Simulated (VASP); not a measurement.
# Ga (Im-3m) in VASP: further runs

Ga is run at these levels: PBE; tasks: single point.

Everything below comes from runs of VASP 6.6.1. Logs are shortened: lines on timing, memory, paths and dates and some standing lists are left out, and cuts for length are marked.

### Step 1. The cell of the first run

It takes space group Im-3m (No. 229, cubic). The conventional cell has a = 3.305 Å, b = 3.305 Å, c = 3.305 Å, α = 90.00°, β = 90.00°, γ = 90.00°. Within 3.8 Å of Ga (site symmetry m-3m) lie 14 Ga at 2.86 to 3.30 Å.

This isn't the form of Ga at room conditions, which is orthorhombic.

### Step 2. Single point, PBE

INCAR reads:

```
SYSTEM = Ga
PREC     = Accurate       ! precision mode
ENCUT    = 520            ! plane-wave cutoff, eV
EDIFF    = 1E-6           ! SCF threshold, eV
ISMEAR   = -1             ! smearing method
SIGMA    = 0.06122561905347299 ! smearing width, eV
LREAL    = .FALSE.        ! projectors in reciprocal space
LASPH    = .TRUE.         ! aspherical terms in the spheres
NELM     = 60             ! most SCF steps
ALGO     = Normal         ! electronic algorithm
ISIF     = 2              ! what is computed and relaxed
LWAVE    = .FALSE.        ! write WAVECAR
LCHARG   = .FALSE.        ! write CHGCAR
GGA      = PE             ! functional
NBANDS   = 12             ! bands
```

KPOINTS reads:

```
Automatic mesh
0
G
  45 45 45
  0 0 0
```

POSCAR reads:

```
Ga
1.0
   -1.6523179543      1.6523179543      1.6523179543
    1.6523179543     -1.6523179543      1.6523179543
    1.6523179543      1.6523179543     -1.6523179543
Ga
1
Direct
    0.0000000000      0.0000000000      0.0000000000
```

Potentials or basis: VASP PAW PBE potentials, release 64 (Ga_d).

Run with:

```console
$ cat potpaw_PBE.64/Ga_d/POTCAR > POTCAR
$ mpirun -np 1 vasp_std > vasp.out
```

OUTCAR:

```text
SYSTEM = Ga
   PREC = Accurate
   ENCUT = 520
   EDIFF = 1E-6
   ISMEAR = -1
   LREAL = .FALSE.
   LASPH = .TRUE.
   NELM = 60
   ISIF = 2
   GGA = PE

 ion  position               nearest neighbor table
   1  0.000  0.000  0.000-

  LATTYP: Found a body centered cubic cell.
 ALAT       =     3.3046359086

  Lattice vectors:

 A1 = (  -1.6523179543,   1.6523179543,   1.6523179543)
 A2 = (   1.6523179543,  -1.6523179543,   1.6523179543)
 A3 = (   1.6523179543,   1.6523179543,  -1.6523179543)

Analysis of symmetry for initial positions (statically):
=====================================================================
 Subroutine PRICEL returns:
 Original cell was already a primitive cell.

 Routine SETGRP: Setting up the symmetry group for a
 body centered cubic supercell.

 Subroutine GETGRP returns: Found 48 space group operations
 (whereof 48 operations were pure point group operations)
 out of a pool of 48 trial point group operations.

The static configuration has the point symmetry O_h .

Analysis of symmetry for dynamics (positions and initial velocities):
=====================================================================
 Subroutine PRICEL returns:
 Original cell was already a primitive cell.

 Routine SETGRP: Setting up the symmetry group for a
 body centered cubic supercell.

 Subroutine GETGRP returns: Found 48 space group operations
 (whereof 48 operations were pure point group operations)
 out of a pool of 48 trial point group operations.

The dynamic configuration has the point symmetry O_h .

 Subroutine INISYM returns: Found 48 space group operations
 (whereof 48 operations are pure point group operations),
 and found     1 'primitive' translations

----------------------------------------------------------------------------------------

                                     Primitive cell

  volume of cell :      18.0443

  direct lattice vectors                    reciprocal lattice vectors
    -1.652317954  1.652317954  1.652317954     0.000000000  0.302605197  0.302605197
     1.652317954 -1.652317954  1.652317954     0.302605197  0.000000000  0.302605197
     1.652317954  1.652317954 -1.652317954     0.302605197  0.302605197  0.000000000

  length of vectors
     2.861898647  2.861898647  2.861898647     0.427948374  0.427948374  0.427948374

  position of ions in fractional coordinates (direct lattice)
     0.000000000  0.000000000  0.000000000

  ion indices of the primitive-cell ions
   primitive index   ion index
                 1           1

----------------------------------------------------------------------------------------

 KPOINTS: Automatic mesh

Automatic generation of k-mesh.
 Grid dimensions read from file:
 generate k-points for:   45   45   45

 Generating k-lattice:

  Cartesian coordinates                     Fractional coordinates (reciprocal lattice)
     0.000000000  0.006724560  0.006724560     0.022222222  0.000000000  0.000000000
     0.006724560  0.000000000  0.006724560     0.000000000  0.022222222  0.000000000
     0.006724560  0.006724560  0.000000000     0.000000000  0.000000000  0.022222222

  Length of vectors
     0.009509964  0.009509964  0.009509964

  Shift w.r.t. Gamma in fractional coordinates (k-lattice)
     0.000000000  0.000000000  0.000000000

 Subroutine IBZKPT returns following result:
 ===========================================

 Found   2300 irreducible k-points:

 Following reciprocal coordinates:
            Coordinates               Weight
  0.000000  0.000000  0.000000      1.000000
  0.022222  0.000000  0.000000     12.000000
  0.044444  0.000000  0.000000     12.000000
  0.066667  0.000000  0.000000     12.000000
  0.088889  0.000000  0.000000     12.000000
  0.111111  0.000000  0.000000     12.000000
[... 16 lines left out ...]
  0.488889  0.000000  0.000000     12.000000
  0.022222  0.022222  0.000000     24.000000
 [... further k-points ...]
   k-points           NKPTS =   2300   k-points in BZ     NKDIM =   2300   number of bands    NBANDS=     12
   number of dos      NEDOS =    301   number of ions     NIONS =      1
   total plane-waves  NPLWV =  13824
   dimension x,y,z NGX =    24 NGY =   24 NGZ =   24
   dimension x,y,z NGXF=    48 NGYF=   48 NGZF=   48
   ions per type =               1
   NGX,Y,Z   is equivalent  to a cutoff of  13.94, 13.94, 13.94 a.u.
   NGXF,Y,Z  is equivalent  to a cutoff of  27.88, 27.88, 27.88 a.u.
 SYSTEM =  Ga
   PREC   = accura    normal or accurate (medium, high low for compatibility)
   ISTART =      0    job   : 0-new  1-cont  2-samecut
   ICHARG =      2    charge: 1-file 2-atom 10-const
   ISPIN  =      1    spin polarized calculation?
   LNONCOLLINEAR =      F non collinear calculations
   LSORBIT =      F    spin-orbit coupling
   LASPH  =      T    aspherical Exc in radial PAW
   ENCUT  =  520.0 eV  38.22 Ry    6.18 a.u.   5.32  5.32  5.32*2*pi/ulx,y,z
   NELM   =     60;   NELMIN=  2; NELMDL= -5     # of ELM steps
   EDIFF  = 0.1E-05   stopping-criterion for ELM
   LREAL  =      F    real-space projection
   EDIFFG = 0.1E-04   stopping-criterion for IOM
   NSW    =      0    number of steps for IOM
   IBRION =     -1    ionic relax: 0-MD 1-quasi-New 2-CG
   NFREE  =      0    steps in history (QN), initial steepest desc. (CG)
   ISIF   =      2    stress and relaxation
   ISYM   =      2    0-nonsym 1-usesym 2-fastsym
   POTIM  = 0.5000    time-step for ionic-motion
   TEBEG  =    0.0;   TEEND  =   0.0 temperature during run
   PSTRESS=    0.0 pullay stress
   NELECT =      13.0000    total number of electrons
   NUPDOWN=      -1.0000    fix difference up-down
   EMIN   =  10.00;   EMAX   =-10.00  energy-range for DOS
   EFERMI =   0.00;   METHOD = LEGACY
   ISMEAR =    -1;   SIGMA  =   0.06  broadening in eV -4-tet -1-fermi 0-gaus
   EFERMI_NEDOS =   21; number of points for ismear=-14 and -15
   IALGO  =     38    algorithm
   IMIX   =      4    mixing-type and parameters
     AMIX     =   0.40;   BMIX     =  1.00
     AMIX_MAG =   1.60;   BMIX_MAG =  1.00
  volume/ion in A,a.u.               =      18.04       121.77
  Fermi-wavevector in a.u.,A,eV,Ry     =   1.467604  2.773370 29.305080  2.153863
  Thomas-Fermi vector in A             =   2.583202
   LORBIT       =      0    0 simple, 1 ext, 2 COOP (PROOUT), +10 PAW based schemes
   GGA     = PE    functional components
   LHFCALC =     F    Hartree Fock is set to
   AEXX    =    0.0000 exact exchange contribution
   IVDW    =     0    specifies the selected vdW correction
   LEPSILON=     F    determine dielectric tensor
   LRPA    =     F    only Hartree local field effects (RPA)
 non-spin polarized calculation
  energy-cutoff  :      520.00
  volume of cell :       18.04
 maximum number of plane-waves:       496
 NGX is ok and might be reduce to    24
   NGX = 11   NGY = 11   NGZ = 11

 number of electron      13.0000008 magnetization

 Free energy of the ion-electron system (eV)
  ---------------------------------------------------
  ext. energy  EPLUGINS =         0.00000000
  ---------------------------------------------------
  free energy    TOTEN  =        -2.86231238 eV

  energy without entropy =       -2.85742263  energy(sigma->0) =       -2.85986751

 E-fermi :   5.9903     XC(G=0): -11.2452

 val. band max:        5.9889131155   @ k =  -0.2889  -0.4889   0.0667
 cond. band min:       5.9934116934   @ k =   0.3111   0.1333  -0.0000
 fundamental gap:      0.0044985779
 Fermi energy:         5.9902534997

 k-point     1 :       0.0000    0.0000    0.0000
  band No.  band energies     occupation
      1      -8.9938      2.00000
      2      -8.9938      2.00000
      3      -8.9938      2.00000
      4      -8.7857      2.00000
      5      -8.7857      2.00000
      6      -5.4045      2.00000
      7      19.1076      0.00000
      8      19.1076      0.00000
      9      19.1076      0.00000
     10      23.6178      0.00000
     11      23.6178      0.00000
     12      23.6179      0.00000

 k-point     2 :       0.0222    0.0000    0.0000
  band No.  band energies     occupation
      1      -8.9943      2.00000
      2      -8.9934      2.00000
      3      -8.9922      2.00000
      4      -8.7862      2.00000
      5      -8.7857      2.00000
      6      -5.3907      2.00000
      7      18.9617      0.00000
      8      19.0253      0.00000
      9      19.0823      0.00000
     10      23.1815      0.00000
     11      23.2194      0.00000
     12      23.7262      0.00000

 k-point     3 :       0.0444    0.0000    0.0000
  band No.  band energies     occupation
      1      -8.9956      2.00000
      2      -8.9925      2.00000
      3      -8.9875      2.00000
      4      -8.7876      2.00000
      5      -8.7858      2.00000
      6      -5.3491      2.00000
      7      18.5446      0.00000
      8      18.7990      0.00000
      9      19.0067      0.00000
     10      22.5874      0.00000
     11      22.7149      0.00000
     12      23.6148      0.00000
[... 286 lines left out ...]
 k-point    23 :       0.4889    0.0000    0.0000
  band No.  band energies     occupation
      1      -9.0891      2.00000
      2      -9.0668      2.00000
      3      -8.7966      2.00000
      4      -8.7835      2.00000
      5      -8.6561      2.00000
      6       1.3432      2.00000
      7       2.1894      2.00000
      8      13.2695      0.00000
      9      15.2967      0.00000
     10      17.6775      0.00000
     11      18.1505      0.00000
     12      27.9766      0.00000

 k-point    24 :       0.0222    0.0222    0.0000
  band No.  band energies     occupation
      1      -8.9946      2.00000
      2      -8.9936      2.00000
      3      -8.9889      2.00000
      4      -8.7872      2.00000
      5      -8.7858      2.00000
      6      -5.3630      2.00000
      7      18.6783      0.00000
      8      18.9080      0.00000
      9      18.9945      0.00000
     10      22.7698      0.00000
     11      22.8297      0.00000
     12      23.6566      0.00000

 [... further k-points ...]
[... 5 lines left out ...]
  --------------------------------------------------------------------------------------
  -------------------------------------------------------------------------------------
  Total        0.3968156      0.3968156      0.3968156      0.0000000     -0.0000000      0.0000000
  in kB       35.2337208     35.2337208     35.2337208      0.0000000     -0.0000000      0.0000000
  external PRESSURE =      35.2337208 kB  Pullay stress =       0.0000000 kB

 VOLUME and BASIS-vectors are now :
 -----------------------------------------------------------------------------
  energy-cutoff  :      520.00
  volume of cell :       18.04
      direct lattice vectors                 reciprocal lattice vectors
    -1.652317954  1.652317954  1.652317954     0.000000000  0.302605197  0.302605197
     1.652317954 -1.652317954  1.652317954     0.302605197  0.000000000  0.302605197
     1.652317954  1.652317954 -1.652317954     0.302605197  0.302605197  0.000000000

 POSITION                                       TOTAL-FORCE (eV/Angst)
 -----------------------------------------------------------------------------------
      0.00000      0.00000      0.00000        -0.000000     -0.000000      0.000000
 -----------------------------------------------------------------------------------
    total drift:                                0.000000      0.000000      0.000000

  FREE ENERGIE OF THE ION-ELECTRON SYSTEM (eV)
  ---------------------------------------------------
  free  energy   TOTEN  =        -2.8623123836 eV

  energy  without entropy=       -2.8574226322  energy(sigma->0) =       -2.85986751
```

It took 8.2 min on 1 thread of Oxide Virtual Turin-like, shared host; peak memory 0.51 GiB.

Results:

* Free energy: -2.8623 eV
* Pressure: 3.5 GPa
* Band gap on the k mesh: zero (an odd number of electrons rules out a gap without spin polarisation)

Caveat: the cell stands under pressure.

### Step 3. Single point, PBE

This run uses another cell than the first one, of 18.43 Å³/atom.

INCAR reads:

```
  ALGO = Normal
  EDIFF = 1E-6
  ENCUT = 520
  GGA = PE
  ISIF = 2
  ISMEAR = -1
  LASPH = T
  LCHARG = F
  LREAL = F
  LWAVE = F
  NBANDS = 12
  NELM = 80
  PREC = Accurate
  SIGMA = 0.06122561905347299
```

KPOINTS reads:

```
k-points
0
Gamma
  45 45 45
```

POSCAR reads:

```
Ga
1.0
   -1.6639543796      1.6639543796      1.6639543796
    1.6639543796     -1.6639543796      1.6639543796
    1.6639543796      1.6639543796     -1.6639543796
Ga
1
Direct
    0.0000000000      0.0000000000      0.0000000000
```

Potentials or basis: VASP PAW PBE potentials, release 64 (Ga_d).

Run with:

```console
$ cat potpaw_PBE.64/Ga_d/POTCAR > POTCAR
$ mpirun -np 1 vasp_std > vasp.out
```

OUTCAR:

```text
EDIFF = 1E-6
   ENCUT = 520
   GGA = PE
   ISIF = 2
   ISMEAR = -1
   LASPH = T
   LREAL = F
   NELM = 80
   PREC = Accurate

 ion  position               nearest neighbor table
   1  0.000  0.000  0.000-

  LATTYP: Found a body centered cubic cell.
 ALAT       =     3.3279087592

  Lattice vectors:

 A1 = (  -1.6639543796,   1.6639543796,   1.6639543796)
 A2 = (   1.6639543796,  -1.6639543796,   1.6639543796)
 A3 = (   1.6639543796,   1.6639543796,  -1.6639543796)

Analysis of symmetry for initial positions (statically):
=====================================================================
 Subroutine PRICEL returns:
 Original cell was already a primitive cell.

 Routine SETGRP: Setting up the symmetry group for a
 body centered cubic supercell.

 Subroutine GETGRP returns: Found 48 space group operations
 (whereof 48 operations were pure point group operations)
 out of a pool of 48 trial point group operations.

The static configuration has the point symmetry O_h .

Analysis of symmetry for dynamics (positions and initial velocities):
=====================================================================
 Subroutine PRICEL returns:
[... 160 lines left out ...]
 Fermi energy:         5.7856664280

 k-point     1 :       0.0000    0.0000    0.0000
  band No.  band energies     occupation
      1      -9.1742      2.00000
      2      -9.1742      2.00000
      3      -9.1742      2.00000
      4      -8.9762      2.00000
      5      -8.9762      2.00000
      6      -5.4411      2.00000
      7      18.6401      0.00000
      8      18.6401      0.00000
      9      18.6401      0.00000
     10      23.1958      0.00000
     11      23.1958      0.00000
     12      23.1958      0.00000
[... 331 lines left out ...]
 k-point    24 :       0.0222    0.0222    0.0000
  band No.  band energies     occupation
      1      -9.1749      2.00000
      2      -9.1739      2.00000
      3      -9.1695      2.00000
      4      -8.9776      2.00000
      5      -8.9763      2.00000
      6      -5.4002      2.00000
      7      18.2231      0.00000
      8      18.4497      0.00000
      9      18.5323      0.00000
     10      22.3998      0.00000
     11      22.4522      0.00000
     12      23.2923      0.00000

 [... further k-points ...]
[... 5 lines left out ...]
  --------------------------------------------------------------------------------------
  -------------------------------------------------------------------------------------
  Total        0.2560729      0.2560729      0.2560729      0.0000000      0.0000000      0.0000000
  in kB       22.2633176     22.2633176     22.2633176      0.0000000      0.0000000      0.0000000
  external PRESSURE =      22.2633176 kB  Pullay stress =       0.0000000 kB

 VOLUME and BASIS-vectors are now :
 -----------------------------------------------------------------------------
  energy-cutoff  :      520.00
  volume of cell :       18.43
      direct lattice vectors                 reciprocal lattice vectors
    -1.663954380  1.663954380  1.663954380     0.000000000  0.300489007  0.300489007
     1.663954380 -1.663954380  1.663954380     0.300489007  0.000000000  0.300489007
     1.663954380  1.663954380 -1.663954380     0.300489007  0.300489007  0.000000000

 POSITION                                       TOTAL-FORCE (eV/Angst)
 -----------------------------------------------------------------------------------
      0.00000      0.00000      0.00000        -0.000000     -0.000000      0.000000
 -----------------------------------------------------------------------------------
    total drift:                               -0.000000      0.000000      0.000000

  FREE ENERGIE OF THE ION-ELECTRON SYSTEM (eV)
  ---------------------------------------------------
  free  energy   TOTEN  =        -2.8692289190 eV

  energy  without entropy=       -2.8642950691  energy(sigma->0) =       -2.86676199
```

OSZICAR:

```text
N       E                     dE             d eps       ncg     rms          rms(c)
DAV:   1     0.436465209305E+02    0.43647E+02   -0.66886E+03 59564   0.189E+03
DAV:   2    -0.764120237855E+00   -0.44411E+02   -0.42767E+02 58536   0.262E+02
DAV:   3    -0.288007627868E+01   -0.21160E+01   -0.21113E+01 63252   0.456E+01
DAV:   4    -0.289744793513E+01   -0.17372E-01   -0.17369E-01 63420   0.441E+00
DAV:   5    -0.289763749279E+01   -0.18956E-03   -0.18956E-03 64544   0.441E-01    0.825E-01
DAV:   6    -0.287517620030E+01    0.22461E-01   -0.34333E-02 66532   0.375E+00    0.412E-01
DAV:   7    -0.286982141258E+01    0.53548E-02   -0.67078E-03 84632   0.136E+00    0.110E-01
DAV:   8    -0.286922531340E+01    0.59610E-03   -0.58207E-04 64256   0.430E-01    0.731E-03
DAV:   9    -0.286922783121E+01   -0.25178E-05   -0.62699E-06 77420   0.365E-02    0.328E-03
DAV:  10    -0.286922894524E+01   -0.11140E-05   -0.30494E-07 42732   0.578E-03    0.245E-04
DAV:  11    -0.286922891895E+01    0.26284E-07   -0.35997E-08 32576   0.191E-03
   1 F= -.28692289E+01 E0= -.28667620E+01  d E =-.493385E-02
```

It took 8.7 min on 1 thread of Oxide Virtual Turin-like, shared host; peak memory 0.54 GiB.

What came out:

* Free energy: -2.8692 eV
* Pressure: 2.2 GPa
* Band gap on the k mesh: zero (an odd number of electrons rules out a gap without spin polarisation)
